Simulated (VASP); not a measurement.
# GaN (P6_3mc) in VASP: notebook

The runs below take GaN through single point, with LDA.

Everything below comes from runs of VASP 6.6.1. Logs are shortened: lines on timing, memory, paths and dates and some standing lists are left out, and cuts for length are marked.

## 1. The cell of the first run

The structure is hexagonal, space group P6_3mc (No. 186). The conventional cell has a = 3.189 Å, b = 3.189 Å, c = 5.185 Å, α = 90.00°, β = 90.00°, γ = 120.00°. Within 2.6 Å of Ga (site symmetry 3m) lie 4 N at 1.95 Å. N (site symmetry 3m) has 4 Ga at 1.95 Å within 2.6 Å.

## 2. Single point, LDA

The input, INCAR:

```
SYSTEM = GaN
  ALGO = Normal
  EDIFF = 1E-6
  ENCUT = 520
  GGA = CA
  ISIF = 2
  ISMEAR = 0
  LASPH = .TRUE.
  LCHARG = .FALSE.
  LREAL = .FALSE.
  LWAVE = .FALSE.
  NBANDS = 26
  NELM = 100
  PREC = Accurate
  SIGMA = 0.05
```

The input, KPOINTS:

```
k-points
0
G
  8 8 5
  0 0 0
```

The input, POSCAR:

```
GaN
1.0
    3.1889999985      0.0000000000      0.0000000000
   -1.5944999992      2.7617550113      0.0000000000
    0.0000000000      0.0000000000      5.1850000000
Ga N
2 2
Direct
    0.3333333333      0.6666666667      0.0000096356
    0.6666666667      0.3333333333      0.5000096356
    0.3333333333      0.6666666667      0.3769903644
    0.6666666667      0.3333333333      0.8769903644
```

Potentials or basis: VASP PAW LDA potentials, release 64 (Ga_d, N).

Run with:

```bash
$ cat potpaw_LDA.64/Ga_d/POTCAR potpaw_LDA.64/N/POTCAR > POTCAR
$ mpirun -np 1 vasp_std > vasp.out
```

OUTCAR:

```text
SYSTEM = GaN
   EDIFF = 1E-6
   ENCUT = 520
   GGA = CA
   ISIF = 2
   ISMEAR = 0
   LASPH = .TRUE.
   LREAL = .FALSE.
   NELM = 100
   PREC = Accurate

 ion  position               nearest neighbor table
   1  0.333  0.667  0.000-   4 1.95   4 1.95   4 1.95   3 1.95
   2  0.667  0.333  0.500-   3 1.95   3 1.95   3 1.95   4 1.95
   3  0.333  0.667  0.377-   2 1.95   2 1.95   2 1.95   1 1.95
   4  0.667  0.333  0.877-   1 1.95   1 1.95   1 1.95   2 1.95

  LATTYP: Found a hexagonal cell.
 ALAT       =     3.1889999985
 C/A-ratio  =     1.6259015373

  Lattice vectors:

 A1 = (   3.1889999985,   0.0000000000,   0.0000000000)
 A2 = (  -1.5944999992,   2.7617550113,   0.0000000000)
 A3 = (   0.0000000000,   0.0000000000,   5.1850000000)

Analysis of symmetry for initial positions (statically):
=====================================================================
 Subroutine PRICEL returns:
 Original cell was already a primitive cell.

 Routine SETGRP: Setting up the symmetry group for a
 hexagonal supercell.

 Subroutine GETGRP returns: Found 12 space group operations
 (whereof  6 operations were pure point group operations)
 out of a pool of 24 trial point group operations.

The static configuration has the point symmetry C_3v.
 The point group associated with its full space group is C_6v.

Analysis of symmetry for dynamics (positions and initial velocities):
=====================================================================
 Subroutine PRICEL returns:
 Original cell was already a primitive cell.

 Routine SETGRP: Setting up the symmetry group for a
 hexagonal supercell.

 Subroutine GETGRP returns: Found 12 space group operations
 (whereof  6 operations were pure point group operations)
 out of a pool of 24 trial point group operations.

The dynamic configuration has the point symmetry C_3v.
 The point group associated with its full space group is C_6v.

 Subroutine INISYM returns: Found 12 space group operations
 (whereof  6 operations are pure point group operations),
 and found     1 'primitive' translations

----------------------------------------------------------------------------------------

                                     Primitive cell
[... 90 lines left out ...]
   LNONCOLLINEAR =      F non collinear calculations
   LSORBIT =      F    spin-orbit coupling
   LASPH  =      T    aspherical Exc in radial PAW
   ENCUT  =  520.0 eV  38.22 Ry    6.18 a.u.   5.93  5.93  9.64*2*pi/ulx,y,z
   NELM   =    100;   NELMIN=  2; NELMDL= -5     # of ELM steps
   EDIFF  = 0.1E-05   stopping-criterion for ELM
   LREAL  =      F    real-space projection
   EDIFFG = 0.1E-04   stopping-criterion for IOM
   NSW    =      0    number of steps for IOM
   IBRION =     -1    ionic relax: 0-MD 1-quasi-New 2-CG
   NFREE  =      0    steps in history (QN), initial steepest desc. (CG)
   ISIF   =      2    stress and relaxation
   ISYM   =      2    0-nonsym 1-usesym 2-fastsym
   POTIM  = 0.5000    time-step for ionic-motion
   TEBEG  =    0.0;   TEEND  =   0.0 temperature during run
   PSTRESS=    0.0 pullay stress
   NELECT =      36.0000    total number of electrons
   NUPDOWN=      -1.0000    fix difference up-down
   EMIN   =  10.00;   EMAX   =-10.00  energy-range for DOS
   EFERMI =   0.00;   METHOD = LEGACY
   ISMEAR =     0;   SIGMA  =   0.05  broadening in eV -4-tet -1-fermi 0-gaus
   EFERMI_NEDOS =   21; number of points for ismear=-14 and -15
   IALGO  =     38    algorithm
   IMIX   =      4    mixing-type and parameters
     AMIX     =   0.40;   BMIX     =  1.00
     AMIX_MAG =   1.60;   BMIX_MAG =  1.00
  volume/ion in A,a.u.               =      11.42        77.04
  Fermi-wavevector in a.u.,A,eV,Ry     =   1.512329  2.857887 31.118402  2.287138
  Thomas-Fermi vector in A             =   2.622267
   LORBIT       =      0    0 simple, 1 ext, 2 COOP (PROOUT), +10 PAW based schemes
   GGA     = CA    functional components
   LHFCALC =     F    Hartree Fock is set to
   AEXX    =    0.0000 exact exchange contribution
   IVDW    =     0    specifies the selected vdW correction
   LEPSILON=     F    determine dielectric tensor
   LRPA    =     F    only Hartree local field effects (RPA)
 non-spin polarized calculation
 Gauss-broadening in eV      SIGMA  =   0.05
  energy-cutoff  :      520.00
  volume of cell :       45.67
 maximum number of plane-waves:      1248
 NGX is ok and might be reduce to    24
   NGX = 11   NGY = 11   NGZ = 19

 number of electron      35.9999983 magnetization

 Free energy of the ion-electron system (eV)
  ---------------------------------------------------
  ext. energy  EPLUGINS =         0.00000000
  ---------------------------------------------------
  free energy    TOTEN  =       -27.89083664 eV

  energy without entropy =      -27.89083664  energy(sigma->0) =      -27.89083664

 E-fermi :   5.3311     XC(G=0): -12.1239

 val. band max:        5.0704683630   @ k =   0.0000   0.0000   0.0000
 cond. band min:       7.0067970398   @ k =   0.0000   0.0000   0.0000
 fundamental gap:      1.9363286768
 Fermi energy:         5.3311303784

 k-point     1 :       0.0000    0.0000    0.0000
  band No.  band energies     occupation
      1     -10.7794      2.00000
      2      -9.9128      2.00000
      3      -8.4770      2.00000
      4      -8.4619      2.00000
      5      -8.4619      2.00000
      6      -8.4011      2.00000
[... 685 lines left out ...]
     25      16.5442      0.00000
     26      17.4648      0.00000

 [... further k-points ...]

------------------------ aborting loop because EDIFF is reached ----------------------------------------

  FORCE on cell =-STRESS in cart. coord.  units (eV):
  Direction    XX          YY          ZZ          XY          YZ          ZX
  --------------------------------------------------------------------------------------
  -------------------------------------------------------------------------------------
  Total       -1.5321851     -1.5321851     -1.3239688     -0.0000000      0.0000000     -0.0000000
  in kB      -53.7567961    -53.7567961    -46.4515170     -0.0000000      0.0000000     -0.0000000
  external PRESSURE =     -51.3217031 kB  Pullay stress =       0.0000000 kB

 VOLUME and BASIS-vectors are now :
 -----------------------------------------------------------------------------
  energy-cutoff  :      520.00
  volume of cell :       45.67
      direct lattice vectors                 reciprocal lattice vectors
     3.188999998  0.000000000  0.000000000     0.313577924  0.181044299  0.000000000
    -1.594499999  2.761755011  0.000000000     0.000000000  0.362088598  0.000000000
     0.000000000  0.000000000  5.185000000     0.000000000  0.000000000  0.192864031

 POSITION                                       TOTAL-FORCE (eV/Angst)
 -----------------------------------------------------------------------------------
     -0.00000      1.84117      0.00005        -0.000000     -0.000000      0.003665
      1.59450      0.92059      2.59255         0.000000      0.000000      0.003665
     -0.00000      1.84117      1.95470         0.000000     -0.000000     -0.003665
      1.59450      0.92059      4.54720        -0.000000      0.000000     -0.003665
 -----------------------------------------------------------------------------------
    total drift:                               -0.000001     -0.000001      0.000394

  FREE ENERGIE OF THE ION-ELECTRON SYSTEM (eV)
  ---------------------------------------------------
  free  energy   TOTEN  =       -27.8908366370 eV

  energy  without entropy=      -27.8908366370  energy(sigma->0) =      -27.89083664
```

stdout:

```text
POSCAR found type information on POSCAR GaN
 POSCAR found :  2 types and       4 ions
 scaLAPACK will be used
 LDA part: xc-table for (Slater(with rela. corr.)+CA(PZ))
 , standard interpolation
 POSCAR, INCAR and KPOINTS ok, starting setup
 FFT: planning ... GRIDC
 FFT: planning ... GRID_SOFT
 FFT: planning ... GRID
 WAVECAR not read
 entering main loop
```

It took 26 s on 1 thread of Intel Xeon Platinum 8488C (Sapphire Rapids), shared host; peak memory 0.15 GiB.

What came out:

```yaml
Free_energy: -27.8908 eV
Pressure: -5.1 GPa
Largest_force: 0.004 eV/Å
Band_gap_on_the_k_mesh: 1.94 eV
```

Forces in eV/Å, atoms in the order of the input:
```
Ga   0.000  0.000  0.004
Ga   0.000  0.000  0.004
N    0.000  0.000 -0.004
N    0.000  0.000 -0.004
```

Stress tensor (GPa, compression positive):
```
-5.38  0.00  0.00
 0.00 -5.38  0.00
 0.00  0.00 -4.65
```

Caveat: the cell stands under tension.

## 3. Single point, LDA

The input, INCAR:

```
ALGO = Normal ; EDIFF = 1E-6
ENCUT = 520 ; GGA = CA
ISIF = 2 ; ISMEAR = 0
LASPH = T ; LCHARG = F
LREAL = F ; LWAVE = F
NBANDS = 26 ; NELM = 60
PREC = Accurate ; SIGMA = 0.03
```

The input, KPOINTS:

```
k-points
0
Gamma
  8 8 5
```

POSCAR is that of step 2.

Potentials or basis: VASP PAW LDA potentials, release 64 (Ga_d, N).

Run with:

```bash
$ cat potpaw_LDA.64/Ga_d/POTCAR potpaw_LDA.64/N/POTCAR > POTCAR
$ mpirun -np 1 vasp_std > vasp.out
```

OUTCAR:

```text
EDIFF = 1E-6
   ENCUT = 520
   GGA = CA
   ISIF = 2
   ISMEAR = 0
   LASPH = T
   LREAL = F
   NELM = 60
   PREC = Accurate

 ion  position               nearest neighbor table
   1  0.333  0.667  0.000-   4 1.95   4 1.95   4 1.95   3 1.95
   2  0.667  0.333  0.500-   3 1.95   3 1.95   3 1.95   4 1.95
   3  0.333  0.667  0.377-   2 1.95   2 1.95   2 1.95   1 1.95
   4  0.667  0.333  0.877-   1 1.95   1 1.95   1 1.95   2 1.95

[... 897 lines left out ...]

  FORCE on cell =-STRESS in cart. coord.  units (eV):
  Direction    XX          YY          ZZ          XY          YZ          ZX
  --------------------------------------------------------------------------------------
  -------------------------------------------------------------------------------------
  Total       -1.5321851     -1.5321851     -1.3239688     -0.0000000      0.0000000      0.0000000
  in kB      -53.7567957    -53.7567957    -46.4515171     -0.0000000      0.0000000      0.0000000
  external PRESSURE =     -51.3217028 kB  Pullay stress =       0.0000000 kB

 VOLUME and BASIS-vectors are now :
 -----------------------------------------------------------------------------
  energy-cutoff  :      520.00
  volume of cell :       45.67
      direct lattice vectors                 reciprocal lattice vectors
     3.188999998  0.000000000  0.000000000     0.313577924  0.181044299  0.000000000
    -1.594499999  2.761755011  0.000000000     0.000000000  0.362088598  0.000000000
     0.000000000  0.000000000  5.185000000     0.000000000  0.000000000  0.192864031

 POSITION                                       TOTAL-FORCE (eV/Angst)
 -----------------------------------------------------------------------------------
     -0.00000      1.84117      0.00005         0.000000     -0.000000      0.003665
      1.59450      0.92059      2.59255        -0.000000      0.000000      0.003665
     -0.00000      1.84117      1.95470         0.000000     -0.000000     -0.003665
      1.59450      0.92059      4.54720        -0.000000     -0.000000     -0.003665
 -----------------------------------------------------------------------------------
    total drift:                               -0.000001     -0.000001      0.000394

  FREE ENERGIE OF THE ION-ELECTRON SYSTEM (eV)
  ---------------------------------------------------
  free  energy   TOTEN  =       -27.8908366370 eV

  energy  without entropy=      -27.8908366370  energy(sigma->0) =      -27.89083664
```

OSZICAR:

```text
N       E                     dE             d eps       ncg     rms          rms(c)
DAV:   1     0.277055778225E+03    0.27706E+03   -0.17624E+04  1720   0.257E+03
DAV:   2     0.415383975592E+01   -0.27290E+03   -0.25610E+03  1696   0.496E+02
DAV:   3    -0.307946522954E+02   -0.34948E+02   -0.34489E+02  1852   0.142E+02
DAV:   4    -0.319123782163E+02   -0.11177E+01   -0.11122E+01  1870   0.271E+01
[... 11 lines left out ...]
DAV:  16    -0.278909252773E+02    0.51922E-04   -0.16074E-05  1968   0.440E-02    0.210E-01
DAV:  17    -0.278908520498E+02    0.73227E-04   -0.86519E-05  2272   0.821E-02    0.939E-02
DAV:  18    -0.278908376910E+02    0.14359E-04   -0.39758E-05  2340   0.463E-02    0.250E-02
DAV:  19    -0.278908366037E+02    0.10873E-05   -0.43521E-06  1684   0.158E-02    0.700E-03
DAV:  20    -0.278908366370E+02   -0.33299E-07   -0.40676E-07   868   0.425E-03
   1 F= -.27890837E+02 E0= -.27890837E+02  d E =-.543457E-16
```

stdout:

```text
POSCAR found type information on POSCAR GaN
 POSCAR found :  2 types and       4 ions
 scaLAPACK will be used
 LDA part: xc-table for (Slater(with rela. corr.)+CA(PZ))
 , standard interpolation
 POSCAR, INCAR and KPOINTS ok, starting setup
 FFT: planning ... GRIDC
 FFT: planning ... GRID_SOFT
 FFT: planning ... GRID
 WAVECAR not read
 entering main loop
```

Run time: 26 s. Hardware: 1 thread of Intel Xeon Platinum 8488C (Sapphire Rapids), shared host; peak memory 0.15 GiB.

What came out:

```yaml
Free_energy: -27.8908 eV
Pressure: -5.1 GPa
Largest_force: 0.004 eV/Å
Band_gap_on_the_k_mesh: 1.94 eV
```

Forces in eV/Å, atoms in the order of the input:
```
Ga   0.000  0.000  0.004
Ga   0.000  0.000  0.004
N    0.000  0.000 -0.004
N    0.000  0.000 -0.004
```

Levels at points of the mesh, in eV from the valence-band top:
| k point | band 15 | band 16 | band 17 | band 18 | band 19 | band 20 | band 21 | band 22 |
| --- | --- | --- | --- | --- | --- | --- | --- | --- |
| (0.00, 0.00, 0.00) | -1.05 | -0.03 | 0.00 | 0.00 | 1.94 | 4.14 | 9.06 | 9.70 |
| (0.50, 0.00, 0.00) | -4.25 | -2.78 | -2.23 | -1.01 | 4.90 | 5.49 | 5.93 | 8.46 |

Caveat: the cell stands under tension.
